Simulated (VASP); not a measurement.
# SnO2 (R3m) in VASP: a series of runs

SnO2 is run at these levels: LDA; tasks: single point.

All numbers are computed with VASP 6.6.1; they aren't measurements. Logs are shortened: lines on timing, memory, paths and dates and some standing lists are left out, and cuts for length are marked.

### Step 1. The cell of the first run

The typed cell holds 12 atoms: a = 5.745 Å, b = 5.745 Å, c = 5.745 Å, α = 66.99°, β = 66.99°, γ = 66.99°.

### Step 2. Single point, LDA (12.85 Å³/atom)

Contents of INCAR:

```
PREC = Accurate
ENCUT = 520
EDIFF = 1E-7
ISMEAR = 0
SIGMA = 0.05
LREAL = F
LASPH = T
NELM = 80
ALGO = Normal
ISIF = 2
LWAVE = F
LCHARG = F
NBANDS = 64
```

Contents of KPOINTS:

```
regular mesh
0
Gamma
  6 6 6
```

Contents of POSCAR:

```
SnO2
1.0
    3.1706121984      1.8305538062      4.4276542479
   -3.1706121984      1.8305538062      4.4276542479
    0.0000000000     -3.6611076124      4.4276542480
Sn O
4 8
Direct
    0.8645353782      0.8645353782      0.8645353782
    0.3648691645      0.3648691645      0.8648751974
    0.3648691645      0.8648751974      0.3648691645
    0.8648751974      0.3648691645      0.3648691645
    0.1199116729      0.6196051221      0.6196051221
    0.6196051221      0.1199116729      0.6196051221
    0.6196051221      0.6196051221      0.1199116729
    0.6099370359      0.6099370359      0.6099370359
    0.1198492242      0.1198492242      0.1198492242
    0.1096932183      0.1096932183      0.6100024814
    0.1096932183      0.6100024814      0.1096932183
    0.6100024814      0.1096932183      0.1096932183
```

Potentials or basis: VASP PAW LDA potentials, release 64 (Sn_d, O).

Run with:

```
> cat potpaw_LDA.64/Sn_d/POTCAR potpaw_LDA.64/O/POTCAR > POTCAR
> mpirun -np 1 vasp_std > vasp.out
```

OUTCAR:

```text
PREC = Accurate
   ENCUT = 520
   EDIFF = 1E-7
   ISMEAR = 0
   LREAL = F
   LASPH = T
   NELM = 80
   ISIF = 2

 ion  position               nearest neighbor table
   1  0.865  0.865  0.865-   7 2.11   6 2.11   5 2.11  10 2.11  11 2.11  12 2.11   3 3.17   4 3.17
                             3 3.17   4 3.17   2 3.17   2 3.17
   2  0.365  0.365  0.865-  11 2.11  12 2.11   9 2.11   8 2.11   5 2.11   6 2.11   3 3.17   4 3.17
                             1 3.17   1 3.17   4 3.17   3 3.17
   3  0.365  0.865  0.365-  12 2.11  10 2.11   9 2.11   8 2.11   5 2.11   7 2.11   2 3.17   4 3.17
                             1 3.17   1 3.17   2 3.17   4 3.17
   4  0.865  0.365  0.365-  11 2.11  10 2.11   9 2.11   8 2.11   6 2.11   7 2.11   2 3.17   3 3.17
                             1 3.17   1 3.17   2 3.17   3 3.17
   5  0.120  0.620  0.620-   1 2.11   3 2.11   2 2.11
   6  0.620  0.120  0.620-   1 2.11   4 2.11   2 2.11
   7  0.620  0.620  0.120-   1 2.11   3 2.11   4 2.11
   8  0.610  0.610  0.610-   2 2.11   3 2.11   4 2.11
   9  0.120  0.120  0.120-   2 2.11   3 2.11   4 2.11
  10  0.110  0.110  0.610-   3 2.11   4 2.11   1 2.11
  11  0.110  0.610  0.110-   4 2.11   2 2.11   1 2.11
  12  0.610  0.110  0.110-   3 2.11   2 2.11   1 2.11

  LATTYP: Found a trigonal (rhomboedric) cell.
 ALAT       =     5.7452442149
 COS(alpha) =     0.3908850487

  Lattice vectors:

 A1 = (   3.1706121984,   1.8305538062,   4.4276542479)
 A2 = (  -3.1706121984,   1.8305538062,   4.4276542479)
 A3 = (   0.0000000000,  -3.6611076124,   4.4276542480)

Analysis of symmetry for initial positions (statically):
=====================================================================
 Subroutine PRICEL returns:
 Original cell was already a primitive cell.

 Routine SETGRP: Setting up the symmetry group for a
 trigonal (rhombohedral) supercell.

 Subroutine GETGRP returns: Found  6 space group operations
 (whereof  6 operations were pure point group operations)
 out of a pool of 12 trial point group operations.

The static configuration has the point symmetry C_3v.

Analysis of symmetry for dynamics (positions and initial velocities):
=====================================================================
 Subroutine PRICEL returns:
 Original cell was already a primitive cell.

 Routine SETGRP: Setting up the symmetry group for a
 trigonal (rhombohedral) supercell.

 Subroutine GETGRP returns: Found  6 space group operations
 (whereof  6 operations were pure point group operations)
 out of a pool of 12 trial point group operations.

The dynamic configuration has the point symmetry C_3v.

 Subroutine INISYM returns: Found  6 space group operations
 (whereof  6 operations are pure point group operations),
 and found     1 'primitive' translations

----------------------------------------------------------------------------------------

                                     Primitive cell

  volume of cell :     154.1880

  direct lattice vectors                    reciprocal lattice vectors
     3.170612198  1.830553806  4.427654248     0.157698252  0.091047128  0.075284409
    -3.170612198  1.830553806  4.427654248    -0.157698252  0.091047128  0.075284409
     0.000000000 -3.661107612  4.427654248     0.000000000 -0.182094256  0.075284409

  length of vectors
     5.745244215  5.745244215  5.745244215     0.197043295  0.197043295  0.197043295

  position of ions in fractional coordinates (direct lattice)
     0.864535378  0.864535378  0.864535378
     0.364869165  0.364869165  0.864875197
     0.364869165  0.864875197  0.364869165
     0.864875197  0.364869165  0.364869165
     0.119911673  0.619605122  0.619605122
     0.619605122  0.119911673  0.619605122
     0.619605122  0.619605122  0.119911673
     0.609937036  0.609937036  0.609937036
     0.119849224  0.119849224  0.119849224
     0.109693218  0.109693218  0.610002481
     0.109693218  0.610002481  0.109693218
     0.610002481  0.109693218  0.109693218

  ion indices of the primitive-cell ions
   primitive index   ion index
                 1           1
                 2           2
                 3           3
                 4           4
                 5           5
                 6           6
                 7           7
                 8           8
                 9           9
                10          10
                11          11
                12          12

----------------------------------------------------------------------------------------

 KPOINTS: regular mesh

Automatic generation of k-mesh.
 Grid dimensions read from file:
 generate k-points for:    6    6    6

 Generating k-lattice:

  Cartesian coordinates                     Fractional coordinates (reciprocal lattice)
     0.026283042  0.015174521  0.012547402     0.166666667  0.000000000  0.000000000
    -0.026283042  0.015174521  0.012547402     0.000000000  0.166666667  0.000000000
     0.000000000 -0.030349043  0.012547402     0.000000000  0.000000000  0.166666667

  Length of vectors
     0.032840549  0.032840549  0.032840549

  Shift w.r.t. Gamma in fractional coordinates (k-lattice)
     0.000000000  0.000000000  0.000000000

 Subroutine IBZKPT returns following result:
 ===========================================

 Found     32 irreducible k-points:

 Following reciprocal coordinates:
            Coordinates               Weight
  0.000000  0.000000  0.000000      1.000000
  0.166667  0.000000  0.000000      6.000000
  0.333333 -0.000000  0.000000      6.000000
  0.500000  0.000000  0.000000      3.000000
  0.166667  0.166667  0.000000      6.000000
  0.333333  0.166667  0.000000     12.000000
[... 16 lines left out ...]
  0.500000  0.500000  0.166667      6.000000
 -0.333333  0.500000  0.166667     12.000000
 [... further k-points ...]
   k-points           NKPTS =     32   k-points in BZ     NKDIM =     32   number of bands    NBANDS=     64
   number of dos      NEDOS =    301   number of ions     NIONS =     12
   total plane-waves  NPLWV = 110592
   dimension x,y,z NGX =    48 NGY =   48 NGZ =   48
   dimension x,y,z NGXF=    96 NGYF=   96 NGZF=   96
   ions per type =               4   8
   NGX,Y,Z   is equivalent  to a cutoff of  13.89, 13.89, 13.89 a.u.
   NGXF,Y,Z  is equivalent  to a cutoff of  27.78, 27.78, 27.78 a.u.
 SYSTEM =  unknown system
   PREC   = accura    normal or accurate (medium, high low for compatibility)
   ISTART =      0    job   : 0-new  1-cont  2-samecut
   ICHARG =      2    charge: 1-file 2-atom 10-const
   ISPIN  =      1    spin polarized calculation?
   LNONCOLLINEAR =      F non collinear calculations
   LSORBIT =      F    spin-orbit coupling
   LASPH  =      T    aspherical Exc in radial PAW
   ENCUT  =  520.0 eV  38.22 Ry    6.18 a.u.  10.68 10.68 10.68*2*pi/ulx,y,z
   NELM   =     80;   NELMIN=  2; NELMDL= -5     # of ELM steps
   EDIFF  = 0.1E-06   stopping-criterion for ELM
   LREAL  =      F    real-space projection
   EDIFFG = 0.1E-05   stopping-criterion for IOM
   NSW    =      0    number of steps for IOM
   IBRION =     -1    ionic relax: 0-MD 1-quasi-New 2-CG
   NFREE  =      0    steps in history (QN), initial steepest desc. (CG)
   ISIF   =      2    stress and relaxation
   ISYM   =      2    0-nonsym 1-usesym 2-fastsym
   POTIM  = 0.5000    time-step for ionic-motion
   TEBEG  =    0.0;   TEEND  =   0.0 temperature during run
   PSTRESS=    0.0 pullay stress
   NELECT =     104.0000    total number of electrons
   NUPDOWN=      -1.0000    fix difference up-down
   EMIN   =  10.00;   EMAX   =-10.00  energy-range for DOS
   EFERMI =   0.00;   METHOD = LEGACY
   ISMEAR =     0;   SIGMA  =   0.05  broadening in eV -4-tet -1-fermi 0-gaus
   EFERMI_NEDOS =   21; number of points for ismear=-14 and -15
   IALGO  =     38    algorithm
   IMIX   =      4    mixing-type and parameters
     AMIX     =   0.40;   BMIX     =  1.00
     AMIX_MAG =   1.60;   BMIX_MAG =  1.00
  volume/ion in A,a.u.               =      12.85        86.71
  Fermi-wavevector in a.u.,A,eV,Ry     =   1.435718  2.713113 28.045493  2.061286
  Thomas-Fermi vector in A             =   2.554985
   LORBIT       =      0    0 simple, 1 ext, 2 COOP (PROOUT), +10 PAW based schemes
   GGA     = CA    functional components
   LHFCALC =     F    Hartree Fock is set to
   AEXX    =    0.0000 exact exchange contribution
   IVDW    =     0    specifies the selected vdW correction
   LEPSILON=     F    determine dielectric tensor
   LRPA    =     F    only Hartree local field effects (RPA)
 non-spin polarized calculation
 Gauss-broadening in eV      SIGMA  =   0.05
  energy-cutoff  :      520.00
  volume of cell :      154.19
 maximum number of plane-waves:      4204
 NGX is ok and might be reduce to    48
   NGX = 21   NGY = 21   NGZ = 21

 number of electron     104.0000010 magnetization

 Free energy of the ion-electron system (eV)
  ---------------------------------------------------
  ext. energy  EPLUGINS =         0.00000000
  ---------------------------------------------------
  free energy    TOTEN  =       -82.00163066 eV

  energy without entropy =      -82.00163066  energy(sigma->0) =      -82.00163066

 E-fermi :   4.7930     XC(G=0): -11.3304

 val. band max:        4.5270484396   @ k =   0.0000   0.0000   0.0000
 cond. band min:       6.3112344670   @ k =   0.0000   0.0000   0.0000
 fundamental gap:      1.7841860274
 Fermi energy:         4.7929873900

 k-point     1 :       0.0000    0.0000    0.0000
  band No.  band energies     occupation
      1     -16.1613      2.00000
      2     -16.1612      2.00000
      3     -16.1612      2.00000
      4     -15.5050      2.00000
      5     -15.3182      2.00000
      6     -15.3182      2.00000
[... 56 lines left out ...]
     63      15.3605      0.00000
     64      15.5537      0.00000

 k-point     2 :       0.1667    0.0000    0.0000
  band No.  band energies     occupation
      1     -16.1198      2.00000
      2     -16.1198      2.00000
      3     -16.1140      2.00000
      4     -15.4752      2.00000
      5     -15.3712      2.00000
      6     -15.2997      2.00000
[... 1530 lines left out ...]
     63      14.0697      0.00000
     64      14.4499      0.00000

 [... further k-points ...]
[... 5 lines left out ...]
  --------------------------------------------------------------------------------------
  -------------------------------------------------------------------------------------
  Total       -1.2043895     -1.2043895     -6.9546665      0.0000000      0.0000000      0.0000000
  in kB      -12.5148877    -12.5148877    -72.2663827      0.0000000      0.0000000      0.0000000
  external PRESSURE =     -32.4320527 kB  Pullay stress =       0.0000000 kB

 VOLUME and BASIS-vectors are now :
 -----------------------------------------------------------------------------
  energy-cutoff  :      520.00
  volume of cell :      154.19
      direct lattice vectors                 reciprocal lattice vectors
     3.170612198  1.830553806  4.427654248     0.157698252  0.091047128  0.075284409
    -3.170612198  1.830553806  4.427654248    -0.157698252  0.091047128  0.075284409
     0.000000000 -3.661107612  4.427654248     0.000000000 -0.182094256  0.075284409

 POSITION                                       TOTAL-FORCE (eV/Angst)
 -----------------------------------------------------------------------------------
      0.00000      0.00000     11.48359         0.000000      0.000000      0.007370
      0.00000     -1.83058      7.06040         0.000000      0.000220     -0.002285
     -1.58533      0.91529      7.06040         0.000191     -0.000110     -0.002285
      1.58533      0.91529      7.06040        -0.000191     -0.000110     -0.002285
     -1.58433     -0.91472      6.01772        -0.000477     -0.000276      0.689135
      1.58433     -0.91472      6.01772         0.000477     -0.000276      0.689135
      0.00000      1.82943      6.01772         0.000000      0.000551      0.689135
      0.00000      0.00000      8.10177         0.000000      0.000000     -0.691007
      0.00000      0.00000      1.59195         0.000000     -0.000000      0.685474
      0.00000     -1.83169      3.67225         0.000000      0.000695     -0.687463
     -1.58629      0.91584      3.67225         0.000601     -0.000347     -0.687463
      1.58629      0.91584      3.67225        -0.000601     -0.000347     -0.687463
 -----------------------------------------------------------------------------------
    total drift:                               -0.000000      0.000000     -0.000053

  FREE ENERGIE OF THE ION-ELECTRON SYSTEM (eV)
  ---------------------------------------------------
  free  energy   TOTEN  =       -82.0016306630 eV

  energy  without entropy=      -82.0016306630  energy(sigma->0) =      -82.00163066
```

Run time: 9.5 min. Hardware: 1 thread of Intel Xeon 8259CL, shared host; peak memory 0.39 GiB.

Results:

- Free energy: -82.0016 eV
- Pressure: -3.2 GPa
- Largest force: 0.691 eV/Å
- Band gap on the k mesh: 1.78 eV

Forces in eV/Å, atoms in the order of the input:
```
Sn   0.000  0.000  0.007
Sn   0.000  0.000 -0.002
Sn   0.000  0.000 -0.002
Sn   0.000  0.000 -0.002
O    0.000  0.000  0.689
O    0.000  0.000  0.689
O    0.000  0.001  0.689
O    0.000  0.000 -0.691
O    0.000  0.000  0.685
O    0.000  0.001 -0.687
O    0.001  0.000 -0.687
O   -0.001  0.000 -0.687
```

Stress tensor (GPa, compression positive):
```
-1.25  0.00  0.00
 0.00 -1.25  0.00
 0.00  0.00 -7.23
```

Levels at points of the mesh, in eV from the valence-band top:
| k point | band 49 | band 50 | band 51 | band 52 | band 53 | band 54 | band 55 | band 56 |
| --- | --- | --- | --- | --- | --- | --- | --- | --- |
| (0.00, 0.00, 0.00) | -0.02 | -0.02 | -0.02 | 0.00 | 1.78 | 4.84 | 4.84 | 4.84 |
| (0.50, 0.00, 0.00) | -0.46 | -0.46 | -0.06 | -0.06 | 4.27 | 4.27 | 5.66 | 5.66 |
| (0.50, 0.50, 0.00) | -0.65 | -0.65 | -0.15 | -0.15 | 4.63 | 4.63 | 5.71 | 5.71 |
| (0.50, 0.50, 0.50) | -0.88 | -0.87 | -0.87 | -0.87 | 3.60 | 5.38 | 5.38 | 5.38 |

Caveat: the stress differs along the axes, from -7 to -1 GPa; spin-orbit coupling is left out, which moves the levels of the heavy elements.

(Continued in part 2 of 2.)
